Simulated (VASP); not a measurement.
# Sn (Immm) in VASP: notebook, part 2 of 2

VASP 6.6.1. Earlier steps stand in the parts before.

## (4) Single point, RPBE

File INCAR:

```
  PREC = Accurate
  ENCUT = 520
  EDIFF = 1E-6
  ISMEAR = 0
  SIGMA = 0.1
  LREAL = False
  LASPH = True
  NELM = 80
  ALGO = Normal
  ISIF = 2
  LWAVE = False
  LCHARG = True
  GGA = RP
  LELF = True
  LVHAR = True
  NBANDS = 13
```

File KPOINTS:

```
Automatic mesh
0
Gamma
  11 11 11
```

File POSCAR:

```
Sn
1.0
   -1.7265390000      1.7755470000      2.3383420000
    1.7265390000     -1.7755470000      2.3383420000
    1.7265390000      1.7755470000     -2.3383420000
Sn
1
Direct
    0.0000000000      0.0000000000      0.0000000000
```

Potentials or basis: VASP PAW PBE potentials, release 64 (Sn_d).

Started as:

```console
$ cat potpaw_PBE.64/Sn_d/POTCAR > POTCAR
$ mpirun -np 1 vasp_std > vasp.out
```

OUTCAR:

```text
PREC = Accurate
   ENCUT = 520
   EDIFF = 1E-6
   ISMEAR = 0
   LREAL = False
   LASPH = True
   NELM = 80
   ISIF = 2
   GGA = RP

 ion  position               nearest neighbor table
   1  0.000  0.000  0.000-

  LATTYP: Found a body centered orthorhombic cell.
 ALAT       =     3.4530780000
 B/A-ratio  =     1.0283851103
 C/A-ratio  =     1.3543522620

  Lattice vectors:

 A1 = (  -1.7265390000,   1.7755470000,   2.3383420000)
 A2 = (   1.7265390000,  -1.7755470000,   2.3383420000)
 A3 = (   1.7265390000,   1.7755470000,  -2.3383420000)

Analysis of symmetry for initial positions (statically):
=====================================================================
 Subroutine PRICEL returns:
 Original cell was already a primitive cell.

 Routine SETGRP: Setting up the symmetry group for a
 body centered orthorhombic supercell.

 Subroutine GETGRP returns: Found  8 space group operations
 (whereof  8 operations were pure point group operations)
 out of a pool of  8 trial point group operations.

[... 168 lines left out ...]
 k-point     1 :       0.0000    0.0000    0.0000
  band No.  band energies     occupation
      1     -14.0040      2.00000
      2     -13.9886      2.00000
      3     -13.9707      2.00000
      4     -13.9426      2.00000
      5     -13.9069      2.00000
      6      -3.1187      2.00000
      7      14.7106      0.00000
      8      14.8525      0.00000
      9      15.2637      0.00000
     10      18.1883      0.00000
     11      18.7176      0.00000
     12      19.2313      0.00000
     13      19.3871      0.00000
[... 354 lines left out ...]
  band No.  band energies     occupation
      1     -14.0039      2.00000
      2     -13.9652      2.00000
      3     -13.9380      2.00000
      4     -13.9002      2.00000
      5     -13.8618      2.00000
      6       0.2698      2.00000
      7       5.3670      2.00000
      8      10.1154      0.00000
      9      11.8081      0.00000
     10      14.9737      0.00000
     11      20.0375      0.00000
     12      21.0613      0.00000
     13      22.4539      0.00000

 [... further k-points ...]

------------------------ aborting loop because EDIFF is reached ----------------------------------------

  FORCE on cell =-STRESS in cart. coord.  units (eV):
  Direction    XX          YY          ZZ          XY          YZ          ZX
  --------------------------------------------------------------------------------------
  -------------------------------------------------------------------------------------
  Total        0.1782351     -0.1386235      0.1219221     -0.0000000      0.0000000      0.0000000
  in kB        9.9592617     -7.7458796      6.8126565     -0.0000000      0.0000000      0.0000000
  external PRESSURE =       3.0086795 kB  Pullay stress =       0.0000000 kB

 VOLUME and BASIS-vectors are now :
 -----------------------------------------------------------------------------
  energy-cutoff  :      520.00
  volume of cell :       28.67
      direct lattice vectors                 reciprocal lattice vectors
    -1.726539000  1.775547000  2.338342000     0.000000000  0.281603359  0.213826720
     1.726539000 -1.775547000  2.338342000     0.289596702  0.000000000  0.213826720
     1.726539000  1.775547000 -2.338342000     0.289596702  0.281603359  0.000000000

 POSITION                                       TOTAL-FORCE (eV/Angst)
 -----------------------------------------------------------------------------------
      0.00000      0.00000      0.00000         0.000000      0.000000      0.000000
 -----------------------------------------------------------------------------------
    total drift:                               -0.000000     -0.000000     -0.000000

  FREE ENERGIE OF THE ION-ELECTRON SYSTEM (eV)
  ---------------------------------------------------
  free  energy   TOTEN  =        -3.4265656954 eV

  energy  without entropy=       -3.4244558545  energy(sigma->0) =       -3.42551077
```

OSZICAR:

```text
N       E                     dE             d eps       ncg     rms          rms(c)
DAV:   1     0.802573453490E+02    0.80257E+02   -0.72240E+03  5769   0.157E+03
DAV:   2     0.219268722560E+01   -0.78065E+02   -0.75705E+02  5936   0.334E+02
DAV:   3    -0.331177218860E+01   -0.55045E+01   -0.54802E+01  6671   0.728E+01
DAV:   4    -0.342925283567E+01   -0.11748E+00   -0.11746E+00  6758   0.114E+01
DAV:   5    -0.343331363616E+01   -0.40608E-02   -0.40607E-02  7559   0.206E+00    0.123E+00
DAV:   6    -0.342806762878E+01    0.52460E-02   -0.72131E-03  7290   0.141E+00    0.699E-01
DAV:   7    -0.342657410512E+01    0.14935E-02   -0.57363E-03  7369   0.123E+00    0.808E-02
DAV:   8    -0.342656443065E+01    0.96745E-05   -0.71596E-04  6901   0.427E-01    0.235E-02
DAV:   9    -0.342656474374E+01   -0.31309E-06   -0.14077E-05  7197   0.517E-02    0.152E-02
DAV:  10    -0.342656569545E+01   -0.95170E-06   -0.43475E-06  7056   0.263E-02
   1 F= -.34265657E+01 E0= -.34255108E+01  d E =-.210984E-02
```

stdout:

```text
POSCAR found type information on POSCAR Sn
 POSCAR found :  1 types and       1 ions
 scaLAPACK will be used
 -----------------------------------------------------------------------------
|                                                                             |
|                                                                             |
|     You enforced a specific xc type in the INCAR file but a different       |
|     I HOPE YOU KNOW WHAT YOU ARE DOING!                                     |
|                                                                             |
 -----------------------------------------------------------------------------

 LDA part: xc-table for (Slater+PW92), standard interpolation
 POSCAR, INCAR and KPOINTS ok, starting setup
 FFT: planning ... GRIDC
 FFT: planning ... GRID_SOFT
 FFT: planning ... GRID
 WAVECAR not read
 entering main loop
```

Wall time 28 s (1 thread of Intel Xeon 6975P-C (Granite Rapids), shared host); peak memory 0.21 GiB.

Results:

- Free energy: -3.4266 eV
- Pressure: 0.3 GPa
- Band gap on the k mesh: zero (bands 7 and 8 overlap by 8.86 eV)

Caveat: the PAW data sets were made with another functional, which shifts forces and pressure a little; spin-orbit coupling is left out, which moves the levels of the heavy elements.

## (5) Single point, PBE

File INCAR:

```
ALGO = Normal
EDIFF = 1E-6
ENCUT = 520
GGA = PE
ISIF = 2
ISMEAR = 0
LASPH = True
LCHARG = False
LREAL = False
LWAVE = False
NBANDS = 13
NELM = 100
PREC = Accurate
SIGMA = 0.02
```

File KPOINTS:

```
k-points
0
Gamma
  11 11 11
```

POSCAR is that of step 4.

Started as:

```console
$ cat potpaw_PBE.64/Sn_d/POTCAR > POTCAR
$ mpirun -np 1 vasp_std > vasp.out
```

It took 27 s on 1 thread of Intel Xeon 6975P-C (Granite Rapids), shared host; peak memory 0.21 GiB.

It converged, with:

* Free energy: -3.7862 eV
* Pressure: -1.1 GPa
* Band gap on the k mesh: zero (bands 7 and 8 overlap by 8.80 eV)

Stress tensor (GPa, compression positive):
```
-0.30  0.00  0.00
 0.00 -2.30  0.00
 0.00  0.00 -0.60
```

Levels at points of the mesh, in eV from the Fermi level:
```csv
k point,band 3,band 4,band 5,band 6,band 7,band 8,band 9,band 10,band 11,band 12
"(0.00, 0.00, 0.00)",-21.54,-21.51,-21.48,-10.78,7.02,7.16,7.56,10.60,11.11,11.62
```

Caveat: spin-orbit coupling is left out, which moves the levels of the heavy elements.

## (6) The runs side by side

| task | level | potentials or basis | cell | k mesh | cutoff (eV) | smearing | dipole correction | tolerance level | purpose | start | gap on the mesh (eV) | pressure (GPa) |
| --- | --- | --- | --- | --- | --- | --- | --- | --- | --- | --- | --- | --- |
| relaxation of cell and atoms | LDA | VASP PAW LDA potentials, release 64 (Sn_d) | relaxed to 30 GPa | 11 × 11 × 11 | 600 | fermi-dirac 0.05 eV | no | - | - | - | none | 30.0 |
| single point | PBE | VASP PAW PBE potentials, release 64 (Sn_d) | as given | 13 × 13 × 13 | 400 | methfessel-paxton 0.1 eV | - | tight | restart | from scratch | none | -1.0 |
| single point | RPBE | VASP PAW PBE potentials, release 64 (Sn_d) | as given | 11 × 11 × 11 | 520 | gaussian 0.1 eV | no | - | - | - | none | 0.3 |
| single point | PBE | VASP PAW PBE potentials, release 64 (Sn_d) | as given | 11 × 11 × 11 | 520 | gaussian 0.02 eV | no | - | - | - | none | -1.1 |

Alike in all rows: no spin polarisation.

Caveats: spin-orbit coupling is left out, which moves the levels of the heavy elements; the cell is relaxed towards a set pressure, so the run minimises the enthalpy, not the energy (at least some runs); the PAW data sets were made with another functional, which shifts forces and pressure a little (at least some runs).

Absolute energies hang on the potentials; compare differences alone.
